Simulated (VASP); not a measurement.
# BaZrP (P4/mmm) in VASP: relaxation of cell and atoms with PBE

Aim: the relaxation of cell and atoms of BaZrP with PBE.

All numbers are computed with VASP 6.6.1; they aren't measurements. Logs are shortened: lines on timing, memory, paths and dates and some standing lists are left out, and cuts for length are marked.

## (1) The cell of the first run

The structure is tetragonal, space group P4/mmm (No. 123). The conventional cell has a = 4.775 Å, b = 4.775 Å, c = 4.965 Å, α = 90.00°, β = 90.00°, γ = 90.00°. Ba (site symmetry 4/mmm) has 4 Zr at 3.38 Å and 8 P at 4.19 Å within 4.4 Å. Within 3.3 Å of Zr (site symmetry 4/mmm) lie 2 P at 2.48 Å. P (site symmetry 4/mmm) has 2 Zr at 2.48 Å within 3.3 Å.

## (2) Relaxation of cell and atoms, PBE

File INCAR:

```
  PREC = Accurate
  ENCUT = 600
  EDIFF = 1E-6
  ISMEAR = 0
  SIGMA = 0.1
  LREAL = F
  LASPH = T
  NELM = 100
  ALGO = Normal
  ISIF = 3
  LWAVE = F
  LCHARG = F
  GGA = PE
  IBRION = 2
  NSW = 100
  EDIFFG = -0.01
```

File KPOINTS:

```
regular mesh
0
Gamma
  10 10 10
```

File POSCAR:

```
BaZrP
1.0
    4.7753274975      0.0000000000      0.0000000000
    0.0000000000      4.7753274975      0.0000000000
    0.0000000000      0.0000000000      4.9645908819
Ba Zr P
1 1 1
Direct
    0.5000000000      0.5000000000      0.0000000000
    0.0000000000      0.0000000000      0.0000000000
    0.0000000000      0.0000000000      0.5000000000
```

Potentials or basis: VASP PAW PBE potentials, release 64 (Ba_sv, Zr_sv, P).

The run is started by

```bash
$ cat potpaw_PBE.64/Ba_sv/POTCAR potpaw_PBE.64/Zr_sv/POTCAR potpaw_PBE.64/P/POTCAR > POTCAR
$ mpirun -np 1 vasp_std > vasp.out
```

OUTCAR:

```text
PREC = Accurate
   ENCUT = 600
   EDIFF = 1E-6
   ISMEAR = 0
   LREAL = F
   LASPH = T
   NELM = 100
   ISIF = 3
   GGA = PE
   IBRION = 2
   NSW = 100
   EDIFFG = -0.01

 ion  position               nearest neighbor table
   1  0.500  0.500  0.000-   2 3.38   2 3.38   2 3.38   2 3.38
   2  0.000  0.000  0.000-   3 2.48   3 2.48   1 3.38   1 3.38   1 3.38   1 3.38
   3  0.000  0.000  0.500-   2 2.48   2 2.48

  LATTYP: Found a simple tetragonal cell.
 ALAT       =     4.7753274975
 C/A-ratio  =     1.0396335926

  Lattice vectors:

 A1 = (   4.7753274975,   0.0000000000,   0.0000000000)
 A2 = (   0.0000000000,   4.7753274975,   0.0000000000)
 A3 = (   0.0000000000,   0.0000000000,   4.9645908819)

Analysis of symmetry for initial positions (statically):
=====================================================================
 Subroutine PRICEL returns:
 Original cell was already a primitive cell.

 Routine SETGRP: Setting up the symmetry group for a
 simple tetragonal supercell.

 Subroutine GETGRP returns: Found 16 space group operations
 (whereof 16 operations were pure point group operations)
 out of a pool of 16 trial point group operations.

The static configuration has the point symmetry D_4h.

Analysis of symmetry for dynamics (positions and initial velocities):
=====================================================================
 Subroutine PRICEL returns:
 Original cell was already a primitive cell.

 Routine SETGRP: Setting up the symmetry group for a
 simple tetragonal supercell.

 Subroutine GETGRP returns: Found 16 space group operations
 (whereof 16 operations were pure point group operations)
 out of a pool of 16 trial point group operations.

The dynamic configuration has the point symmetry D_4h.

 Subroutine INISYM returns: Found 16 space group operations
 (whereof 16 operations are pure point group operations),
 and found     1 'primitive' translations

----------------------------------------------------------------------------------------

                                     Primitive cell

  volume of cell :     113.2113

  direct lattice vectors                    reciprocal lattice vectors
     4.775327498  0.000000000  0.000000000     0.209409721  0.000000000  0.000000000
     0.000000000  4.775327498  0.000000000     0.000000000  0.209409721  0.000000000
     0.000000000  0.000000000  4.964590882     0.000000000  0.000000000  0.201426467

  length of vectors
     4.775327498  4.775327498  4.964590882     0.209409721  0.209409721  0.201426467

  position of ions in fractional coordinates (direct lattice)
     0.500000000  0.500000000  0.000000000
     0.000000000  0.000000000  0.000000000
     0.000000000  0.000000000  0.500000000

  ion indices of the primitive-cell ions
   primitive index   ion index
                 1           1
                 2           2
                 3           3

----------------------------------------------------------------------------------------

 KPOINTS: regular mesh

Automatic generation of k-mesh.
 Grid dimensions read from file:
 generate k-points for:   10   10   10

 Generating k-lattice:

  Cartesian coordinates                     Fractional coordinates (reciprocal lattice)
     0.020940972  0.000000000  0.000000000     0.100000000  0.000000000  0.000000000
     0.000000000  0.020940972  0.000000000     0.000000000  0.100000000  0.000000000
     0.000000000  0.000000000  0.020142647     0.000000000  0.000000000  0.100000000

  Length of vectors
     0.020940972  0.020940972  0.020142647

  Shift w.r.t. Gamma in fractional coordinates (k-lattice)
     0.000000000  0.000000000  0.000000000

 Subroutine IBZKPT returns following result:
 ===========================================

 Found    126 irreducible k-points:

 Following reciprocal coordinates:
            Coordinates               Weight
  0.000000  0.000000  0.000000      1.000000
  0.100000  0.000000  0.000000      4.000000
  0.200000  0.000000  0.000000      4.000000
  0.300000  0.000000  0.000000      4.000000
  0.400000  0.000000  0.000000      4.000000
  0.500000  0.000000  0.000000      2.000000
[... 16 lines left out ...]
  0.100000  0.000000  0.100000      8.000000
  0.200000  0.000000  0.100000      8.000000
 [... further k-points ...]
   k-points           NKPTS =    126   k-points in BZ     NKDIM =    126   number of bands    NBANDS=     17
   number of dos      NEDOS =    301   number of ions     NIONS =      3
   total plane-waves  NPLWV =  64000
   dimension x,y,z NGX =    40 NGY =   40 NGZ =   40
   dimension x,y,z NGXF=    80 NGYF=   80 NGZF=   80
   ions per type =               1   1   1
   NGX,Y,Z   is equivalent  to a cutoff of  13.93, 13.93, 13.39 a.u.
   NGXF,Y,Z  is equivalent  to a cutoff of  27.85, 27.85, 26.79 a.u.
 SYSTEM =  unknown system
   PREC   = accura    normal or accurate (medium, high low for compatibility)
   ISTART =      0    job   : 0-new  1-cont  2-samecut
   ICHARG =      2    charge: 1-file 2-atom 10-const
   ISPIN  =      1    spin polarized calculation?
   LNONCOLLINEAR =      F non collinear calculations
   LSORBIT =      F    spin-orbit coupling
   LASPH  =      T    aspherical Exc in radial PAW
   ENCUT  =  600.0 eV  44.10 Ry    6.64 a.u.   9.54  9.54  9.92*2*pi/ulx,y,z
   NELM   =    100;   NELMIN=  2; NELMDL= -5     # of ELM steps
   EDIFF  = 0.1E-05   stopping-criterion for ELM
   LREAL  =      F    real-space projection
   EDIFFG = -.1E-01   stopping-criterion for IOM
   NSW    =    100    number of steps for IOM
   IBRION =      2    ionic relax: 0-MD 1-quasi-New 2-CG
   NFREE  =      1    steps in history (QN), initial steepest desc. (CG)
   ISIF   =      3    stress and relaxation
   ISYM   =      2    0-nonsym 1-usesym 2-fastsym
   POTIM  = 0.5000    time-step for ionic-motion
   TEBEG  =    0.0;   TEEND  =   0.0 temperature during run
   PSTRESS=    0.0 pullay stress
   NELECT =      27.0000    total number of electrons
   NUPDOWN=      -1.0000    fix difference up-down
   EMIN   =  10.00;   EMAX   =-10.00  energy-range for DOS
   EFERMI =   0.00;   METHOD = LEGACY
   ISMEAR =     0;   SIGMA  =   0.10  broadening in eV -4-tet -1-fermi 0-gaus
   EFERMI_NEDOS =   21; number of points for ismear=-14 and -15
   IALGO  =     38    algorithm
   IMIX   =      4    mixing-type and parameters
     AMIX     =   0.40;   BMIX     =  1.00
     AMIX_MAG =   1.60;   BMIX_MAG =  1.00
  volume/ion in A,a.u.               =      37.74       254.66
  Fermi-wavevector in a.u.,A,eV,Ry     =   1.015234  1.918514 14.023526  1.030700
  Thomas-Fermi vector in A             =   2.148508
   LORBIT       =      0    0 simple, 1 ext, 2 COOP (PROOUT), +10 PAW based schemes
   GGA     = PE    functional components
   LHFCALC =     F    Hartree Fock is set to
   AEXX    =    0.0000 exact exchange contribution
   IVDW    =     0    specifies the selected vdW correction
   LEPSILON=     F    determine dielectric tensor
   LRPA    =     F    only Hartree local field effects (RPA)
 conjugate gradient relaxation of ions
 non-spin polarized calculation
 Gauss-broadening in eV      SIGMA  =   0.10
  energy-cutoff  :      600.00
  volume of cell :      113.21
 maximum number of plane-waves:      3808
 NGX is ok and might be reduce to    40
   NGX = 19   NGY = 19   NGZ = 19

--------------------------------------- Ionic step        1  -------------------------------------------

 number of electron      26.9999999 magnetization

 Free energy of the ion-electron system (eV)
  ---------------------------------------------------
  ext. energy  EPLUGINS =         0.00000000
  ---------------------------------------------------
  free energy    TOTEN  =       -14.97610189 eV

  energy without entropy =      -14.95920422  energy(sigma->0) =      -14.96765306

------------------------ aborting loop because EDIFF is reached ----------------------------------------

  FORCE on cell =-STRESS in cart. coord.  units (eV):
  Direction    XX          YY          ZZ          XY          YZ          ZX
  --------------------------------------------------------------------------------------
  -------------------------------------------------------------------------------------
  Total        0.3924187      0.3924187     -0.0469076      0.0000000     -0.0000000      0.0000000
  in kB        5.5535476      5.5535476     -0.6638410      0.0000000     -0.0000000      0.0000000
  external PRESSURE =       3.4810847 kB  Pullay stress =       0.0000000 kB
[... 170 lines left out ...]
  energy  without entropy=      -14.9617057710  energy(sigma->0) =      -14.97130622

--------------------------------------- Ionic step        6  -------------------------------------------

 number of electron      27.0000000 magnetization

 Free energy of the ion-electron system (eV)
  ---------------------------------------------------
  ext. energy  EPLUGINS =         0.00000000
  ---------------------------------------------------
  free energy    TOTEN  =       -14.98199891 eV

  energy without entropy =      -14.96299073  energy(sigma->0) =      -14.97249482

 E-fermi :   2.8085     XC(G=0):  -8.1494

 val. band max:        2.8003330047   @ k =   0.5000   0.4000   0.0000
 cond. band min:       2.8097060948   @ k =   0.4000   0.4000   0.0000
 fundamental gap:      0.0093730901
 Fermi energy:         2.8084642640

 k-point     1 :       0.0000    0.0000    0.0000
  band No.  band energies     occupation
      1     -46.2771      2.00000
      2     -25.4574      2.00000
      3     -24.4372      2.00000
      4     -24.4372      2.00000
      5     -24.1762      2.00000
      6     -10.6777      2.00000
[... 9 lines left out ...]
     16       3.3714      0.00000
     17       3.3714      0.00000
[... 443 lines left out ...]
      1     -46.2771      2.00000
      2     -25.4657      2.00000
      3     -24.4366      2.00000
      4     -24.4264      2.00000
      5     -24.1779      2.00000
      6     -10.6836      2.00000
[... 9 lines left out ...]
     16       3.6344      0.00000
     17       3.8157      0.00000

 [... further k-points ...]

------------------------ aborting loop because EDIFF is reached ----------------------------------------

  FORCE on cell =-STRESS in cart. coord.  units (eV):
  Direction    XX          YY          ZZ          XY          YZ          ZX
  --------------------------------------------------------------------------------------
  -------------------------------------------------------------------------------------
  Total        0.0037897      0.0037897     -0.0026327      0.0000000     -0.0000000      0.0000000
  in kB        0.0520380      0.0520380     -0.0361501      0.0000000     -0.0000000      0.0000000
  external PRESSURE =       0.0226419 kB  Pullay stress =       0.0000000 kB
[... 18 lines left out ...]
  FREE ENERGIE OF THE ION-ELECTRON SYSTEM (eV)
  ---------------------------------------------------
  free  energy   TOTEN  =       -14.9819989131 eV

  energy  without entropy=      -14.9629907260  energy(sigma->0) =      -14.97249482

 reached required accuracy - stopping structural energy minimisation
```

Run time: 8.2 min. Hardware: 1 thread of AMD EPYC 9R45 (Zen 5), shared host; peak memory 0.5 GiB.

What came out:

```yaml
Free_energy: -14.9820 eV
Relaxed_volume: 38.89 Å³/atom
Relaxed_cell: a = 4.848 Å, b = 4.848 Å, c = 4.964 Å, α = 90.00°, β = 90.00°, γ = 90.00°
Space_group_after_relaxing_to_0.05_Å: P4/mmm (No. 123)
Energy_gained_by_relaxing: 2.0 meV/atom
Ionic_steps: 6
Pressure_after_relaxing: 0.0 GPa
```

The path:
| step | energy change (eV) | largest force (eV/Å) | pressure (GPa) | volume (Å³) |
| --- | --- | --- | --- | --- |
| 1 | 0.0000 | 0.0000 | 0.35 | 113.21 |
| 2 | -0.0039 | 0.0000 | 0.25 | 114.56 |
| 3 | -0.0056 | 0.0000 | 0.16 | 116.09 |
| 4 | -0.0057 | 0.0000 | 0.15 | 116.31 |
| 5 | -0.0048 | 0.0000 | -0.29 | 117.46 |
| 6 | -0.0059 | 0.0000 | 0.00 | 116.68 |

Final structure:
```
Ba Zr P
1.0
     4.84801    0.00000    0.00000
     0.00000    4.84801    0.00000
     0.00000    0.00000    4.96447
Ba Zr P
1 1 1
Direct
  0.50000 0.50000 0.00000
  0.00000 0.00000 0.00000
  0.00000 0.00000 0.50000
```

Levels at points of the mesh, in eV from the Fermi level:
```
           k point  band 10  band 11  band 12  band 13  band 14  band 15  band 16  band 17
(0.00, 0.00, 0.00)    -1.87    -1.24    -0.66    -0.54    -0.54    -0.41     0.56     0.56
(0.50, 0.00, 0.00)    -2.18    -0.76    -0.70    -0.01     0.49     0.85     1.15     1.24
(0.50, 0.50, 0.00)    -1.43    -1.43    -0.55    -0.43    -0.07    -0.05    -0.05     1.46
(0.00, 0.00, 0.50)    -3.69    -1.78    -1.78    -1.52    -1.07    -0.35     2.90     3.80
(0.50, 0.00, 0.50)    -3.40    -2.30    -1.55     0.10     0.20     1.23     1.43     1.76
(0.50, 0.50, 0.50)    -3.42    -2.55    -2.55    -0.47     0.07     1.51     2.55     2.55
```

Caveat: spin-orbit coupling is left out, which moves the levels of the heavy elements.
